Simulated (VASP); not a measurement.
# TaN (Fm-3m) in VASP: single point with PBE

Aim: the single point of TaN with PBE.

Program: VASP 6.6.1. These are calculated values, not measurements. Logs are shortened: lines on timing, memory, paths and dates and some standing lists are left out, and cuts for length are marked.

## (1) The cell of the first run

Symmetry: Fm-3m, No. 225, cubic system. The conventional cell has a = 4.416 Å, b = 4.416 Å, c = 4.416 Å, α = 90.00°, β = 90.00°, γ = 90.00°. Ta (site symmetry m-3m) has 6 N at 2.21 Å within 2.9 Å. N (site symmetry m-3m) has 6 Ta at 2.21 Å within 2.9 Å.

## (2) Single point, PBE

File INCAR:

```
  PREC = Accurate
  ENCUT = 600
  EDIFF = 1E-6
  ISMEAR = 0
  SIGMA = 0.1
  LREAL = False
  LASPH = True
  NELM = 120
  ALGO = Normal
  ISIF = 2
  LWAVE = False
  LCHARG = True
  GGA = PE
  LELF = True
  LVHAR = True
  NBANDS = 15
  GGA_COMPAT = False
```

File KPOINTS:

```
Automatic mesh
0
Gamma
  16 16 16
```

File POSCAR:

```
TaN
1.0
    0.0000000000      2.2081601006      2.2081601006
    2.2081601006      0.0000000000      2.2081601006
    2.2081601006      2.2081601006      0.0000000000
Ta N
1 1
Direct
    0.0000000000      0.0000000000      0.0000000000
    0.5000000000      0.5000000000      0.5000000000
```

Potentials or basis: VASP PAW PBE potentials, release 64 (Ta_pv, N).

Command:

```console
$ cat potpaw_PBE.64/Ta_pv/POTCAR potpaw_PBE.64/N/POTCAR > POTCAR
$ mpirun -np 1 vasp_std > vasp.out
```

OUTCAR:

```text
PREC = Accurate
   ENCUT = 600
   EDIFF = 1E-6
   ISMEAR = 0
   LREAL = False
   LASPH = True
   NELM = 120
   ISIF = 2
   GGA = PE

 ion  position               nearest neighbor table
   1  0.000  0.000  0.000-   2 2.21   2 2.21   2 2.21   2 2.21   2 2.21   2 2.21
   2  0.500  0.500  0.500-   1 2.21   1 2.21   1 2.21   1 2.21   1 2.21   1 2.21

  LATTYP: Found a face centered cubic cell.
 ALAT       =     4.4163202012

  Lattice vectors:

 A1 = (   0.0000000000,   2.2081601006,   2.2081601006)
 A2 = (   2.2081601006,   0.0000000000,   2.2081601006)
 A3 = (   2.2081601006,   2.2081601006,   0.0000000000)

Analysis of symmetry for initial positions (statically):
=====================================================================
 Subroutine PRICEL returns:
 Original cell was already a primitive cell.

 Routine SETGRP: Setting up the symmetry group for a
 face centered cubic supercell.

 Subroutine GETGRP returns: Found 48 space group operations
 (whereof 48 operations were pure point group operations)
 out of a pool of 48 trial point group operations.

The static configuration has the point symmetry O_h .

Analysis of symmetry for dynamics (positions and initial velocities):
=====================================================================
 Subroutine PRICEL returns:
 Original cell was already a primitive cell.

 Routine SETGRP: Setting up the symmetry group for a
 face centered cubic supercell.

 Subroutine GETGRP returns: Found 48 space group operations
 (whereof 48 operations were pure point group operations)
 out of a pool of 48 trial point group operations.

The dynamic configuration has the point symmetry O_h .

 Subroutine INISYM returns: Found 48 space group operations
 (whereof 48 operations are pure point group operations),
 and found     1 'primitive' translations

----------------------------------------------------------------------------------------

                                     Primitive cell

  volume of cell :      21.5338

  direct lattice vectors                    reciprocal lattice vectors
     0.000000000  2.208160101  2.208160101    -0.226432857  0.226432857  0.226432857
     2.208160101  0.000000000  2.208160101     0.226432857 -0.226432857  0.226432857
     2.208160101  2.208160101  0.000000000     0.226432857  0.226432857 -0.226432857

  length of vectors
     3.122809962  3.122809962  3.122809962     0.392193213  0.392193213  0.392193213

  position of ions in fractional coordinates (direct lattice)
     0.000000000  0.000000000  0.000000000
     0.500000000  0.500000000  0.500000000

  ion indices of the primitive-cell ions
   primitive index   ion index
                 1           1
                 2           2

----------------------------------------------------------------------------------------

 KPOINTS: Automatic mesh

Automatic generation of k-mesh.
 Grid dimensions read from file:
 generate k-points for:   16   16   16

 Generating k-lattice:

  Cartesian coordinates                     Fractional coordinates (reciprocal lattice)
    -0.014152054  0.014152054  0.014152054     0.062500000  0.000000000  0.000000000
     0.014152054 -0.014152054  0.014152054     0.000000000  0.062500000  0.000000000
     0.014152054  0.014152054 -0.014152054     0.000000000  0.000000000  0.062500000

  Length of vectors
     0.024512076  0.024512076  0.024512076

  Shift w.r.t. Gamma in fractional coordinates (k-lattice)
     0.000000000  0.000000000  0.000000000

 Subroutine IBZKPT returns following result:
 ===========================================

 Found    145 irreducible k-points:

 Following reciprocal coordinates:
            Coordinates               Weight
  0.000000  0.000000  0.000000      1.000000
  0.062500  0.000000  0.000000      8.000000
  0.125000  0.000000  0.000000      8.000000
  0.187500  0.000000  0.000000      8.000000
  0.250000  0.000000  0.000000      8.000000
  0.312500  0.000000  0.000000      8.000000
[... 16 lines left out ...]
 -0.125000  0.062500  0.000000     24.000000
 -0.062500  0.062500  0.000000     12.000000
 [... further k-points ...]
   k-points           NKPTS =    145   k-points in BZ     NKDIM =    145   number of bands    NBANDS=     15
   number of dos      NEDOS =    301   number of ions     NIONS =      2
   total plane-waves  NPLWV =  21952
   dimension x,y,z NGX =    28 NGY =   28 NGZ =   28
   dimension x,y,z NGXF=    56 NGYF=   56 NGZF=   56
   ions per type =               1   1
   NGX,Y,Z   is equivalent  to a cutoff of  14.91, 14.91, 14.91 a.u.
   NGXF,Y,Z  is equivalent  to a cutoff of  29.81, 29.81, 29.81 a.u.
 SYSTEM =  unknown system
   PREC   = accura    normal or accurate (medium, high low for compatibility)
   ISTART =      0    job   : 0-new  1-cont  2-samecut
   ICHARG =      2    charge: 1-file 2-atom 10-const
   ISPIN  =      1    spin polarized calculation?
   LNONCOLLINEAR =      F non collinear calculations
   LSORBIT =      F    spin-orbit coupling
   LASPH  =      T    aspherical Exc in radial PAW
   ENCUT  =  600.0 eV  44.10 Ry    6.64 a.u.   6.24  6.24  6.24*2*pi/ulx,y,z
   NELM   =    120;   NELMIN=  2; NELMDL= -5     # of ELM steps
   EDIFF  = 0.1E-05   stopping-criterion for ELM
   LREAL  =      F    real-space projection
[... 7 lines left out ...]
   TEBEG  =    0.0;   TEEND  =   0.0 temperature during run
   PSTRESS=    0.0 pullay stress
   NELECT =      16.0000    total number of electrons
   NUPDOWN=      -1.0000    fix difference up-down
   EMIN   =  10.00;   EMAX   =-10.00  energy-range for DOS
   EFERMI =   0.00;   METHOD = LEGACY
   ISMEAR =     0;   SIGMA  =   0.10  broadening in eV -4-tet -1-fermi 0-gaus
   EFERMI_NEDOS =   21; number of points for ismear=-14 and -15
   IALGO  =     38    algorithm
   IMIX   =      4    mixing-type and parameters
     AMIX     =   0.40;   BMIX     =  1.00
     AMIX_MAG =   1.60;   BMIX_MAG =  1.00
  volume/ion in A,a.u.               =      10.77        72.66
  Fermi-wavevector in a.u.,A,eV,Ry     =   1.482772  2.802032 29.913928  2.198612
  Thomas-Fermi vector in A             =   2.596516
   LORBIT       =      0    0 simple, 1 ext, 2 COOP (PROOUT), +10 PAW based schemes
   GGA     = PE    functional components
   LHFCALC =     F    Hartree Fock is set to
   AEXX    =    0.0000 exact exchange contribution
   IVDW    =     0    specifies the selected vdW correction
   LEPSILON=     F    determine dielectric tensor
   LRPA    =     F    only Hartree local field effects (RPA)
 non-spin polarized calculation
 Gauss-broadening in eV      SIGMA  =   0.10
  energy-cutoff  :      600.00
  volume of cell :       21.53
 maximum number of plane-waves:       736
 NGX is ok and might be reduce to    28
   NGX = 13   NGY = 13   NGZ = 13

 number of electron      15.9999999 magnetization

 Free energy of the ion-electron system (eV)
  ---------------------------------------------------
  ext. energy  EPLUGINS =         0.00000000
  ---------------------------------------------------
  free energy    TOTEN  =       -21.82856732 eV

  energy without entropy =      -21.82278560  energy(sigma->0) =      -21.82567646

 E-fermi :   9.3961     XC(G=0): -13.3678

 val. band max:        9.3871114641   @ k =  -0.2500   0.3750   0.1250
 cond. band min:       9.4011306123   @ k =  -0.3125   0.3125   0.1250
 fundamental gap:      0.0140191482
 Fermi energy:         9.3960625890

 k-point     1 :       0.0000    0.0000    0.0000
  band No.  band energies     occupation
      1     -26.3974      2.00000
      2     -26.3974      2.00000
      3     -26.3974      2.00000
      4      -9.3567      2.00000
      5       5.6127      2.00000
      6       5.6127      2.00000
      7       5.6127      2.00000
      8       7.3326      2.00000
      9       7.3326      2.00000
     10       7.3326      2.00000
     11       9.4650      0.32978
     12       9.4650      0.32977
     13      10.8143      0.00000
     14      18.8041      0.00000
     15      21.7401      0.00000

 k-point     2 :       0.0625    0.0000    0.0000
  band No.  band energies     occupation
      1     -26.4307      2.00000
      2     -26.4005      2.00000
      3     -26.4005      2.00000
      4      -9.2641      2.00000
      5       5.1061      2.00000
      6       5.2792      2.00000
      7       5.2792      2.00000
      8       7.4874      2.00000
      9       7.4874      2.00000
     10       7.5525      2.00000
     11       9.8495      0.00000
     12       9.8495      0.00000
     13      11.1086      0.00000
     14      19.0939      0.00000
     15      21.7400      0.00000

 k-point     3 :       0.1250    0.0000    0.0000
  band No.  band energies     occupation
      1     -26.5244      2.00000
      2     -26.4092      2.00000
      3     -26.4092      2.00000
      4      -8.9963      2.00000
      5       4.0767      2.00000
      6       4.5862      2.00000
      7       4.5862      2.00000
      8       7.8491      2.00000
      9       7.8491      2.00000
     10       7.8785      2.00000
     11      10.7862      0.00000
     12      10.7862      0.00000
     13      11.8557      0.00000
     14      19.8949      0.00000
     15      21.7397      0.00000

 k-point     4 :       0.1875    0.0000    0.0000
  band No.  band energies     occupation
      1     -26.6615      2.00000
      2     -26.4221      2.00000
      3     -26.4221      2.00000
      4      -8.5820      2.00000
      5       2.9268      2.00000
      6       3.8477      2.00000
      7       3.8477      2.00000
      8       8.2106      2.00000
      9       8.3660      2.00000
     10       8.3660      2.00000
     11      11.9760      0.00000
     12      11.9760      0.00000
     13      12.7906      0.00000
     14      20.9666      0.00000
     15      21.7394      0.00000
[... 307 lines left out ...]
 k-point    22 :      -0.1875    0.0625    0.0000
  band No.  band energies     occupation
      1     -26.7185      2.00000
      2     -26.4585      2.00000
      3     -26.4166      2.00000
      4      -8.3652      2.00000
      5       2.3822      2.00000
      6       3.3730      2.00000
      7       3.8368      2.00000
      8       8.2840      2.00000
      9       8.2875      2.00000
     10       9.2461      1.96610
     11      11.4602      0.00000
     12      13.1183      0.00000
     13      13.5044      0.00000
     14      21.4740      0.00000
     15      21.7408      0.00000

 k-point    23 :      -0.1250    0.0625    0.0000
  band No.  band energies     occupation
      1     -26.5789      2.00000
      2     -26.4388      2.00000
      3     -26.4052      2.00000
      4      -8.8040      2.00000
      5       3.4323      2.00000
      6       4.0438      2.00000
      7       4.5079      2.00000
      8       7.7957      2.00000
      9       8.0033      2.00000
     10       8.5899      2.00000
     11      10.4463      0.00000
     12      11.8645      0.00000
     13      12.5367      0.00000
     14      20.4571      0.00000
     15      21.7394      0.00000

 k-point    24 :      -0.0625    0.0625    0.0000
  band No.  band energies     occupation
      1     -26.4768      2.00000
      2     -26.4185      2.00000
      3     -26.3996      2.00000
      4      -9.1149      2.00000
      5       4.4153      2.00000
      6       4.7423      2.00000
      7       5.0790      2.00000
      8       7.5045      2.00000
      9       7.7148      2.00000
     10       8.0208      2.00000
     11       9.8652      0.00000
     12      10.7203      0.00000
     13      11.6357      0.00000
     14      19.5541      0.00000
     15      21.7398      0.00000

 [... further k-points ...]

------------------------ aborting loop because EDIFF is reached ----------------------------------------

  FORCE on cell =-STRESS in cart. coord.  units (eV):
  Direction    XX          YY          ZZ          XY          YZ          ZX
  --------------------------------------------------------------------------------------
  -------------------------------------------------------------------------------------
  Total        0.1189831      0.1189831      0.1189831      0.0000000      0.0000000      0.0000000
  in kB        8.8526704      8.8526704      8.8526704      0.0000000      0.0000000      0.0000000
  external PRESSURE =       8.8526704 kB  Pullay stress =       0.0000000 kB

 VOLUME and BASIS-vectors are now :
 -----------------------------------------------------------------------------
  energy-cutoff  :      600.00
  volume of cell :       21.53
      direct lattice vectors                 reciprocal lattice vectors
     0.000000000  2.208160101  2.208160101    -0.226432857  0.226432857  0.226432857
     2.208160101  0.000000000  2.208160101     0.226432857 -0.226432857  0.226432857
     2.208160101  2.208160101  0.000000000     0.226432857  0.226432857 -0.226432857

 POSITION                                       TOTAL-FORCE (eV/Angst)
 -----------------------------------------------------------------------------------
      0.00000      0.00000      0.00000        -0.000000      0.000000     -0.000000
      2.20816      2.20816      2.20816         0.000000     -0.000000      0.000000
 -----------------------------------------------------------------------------------
    total drift:                                0.000000      0.000000      0.000000

  FREE ENERGIE OF THE ION-ELECTRON SYSTEM (eV)
  ---------------------------------------------------
  free  energy   TOTEN  =       -21.8285673210 eV

  energy  without entropy=      -21.8227856015  energy(sigma->0) =      -21.82567646
```

It took 66 s on 1 thread of Intel Xeon Platinum 8488C (Sapphire Rapids), shared host; peak memory 0.21 GiB.

What came out:

```
Free energy            : -21.8286 eV
Pressure               : 0.9 GPa
Band gap on the k mesh : zero (bands 8 and 9 overlap by 3.93 eV)
```

Caveat: spin-orbit coupling is left out, which moves the levels of the heavy elements.
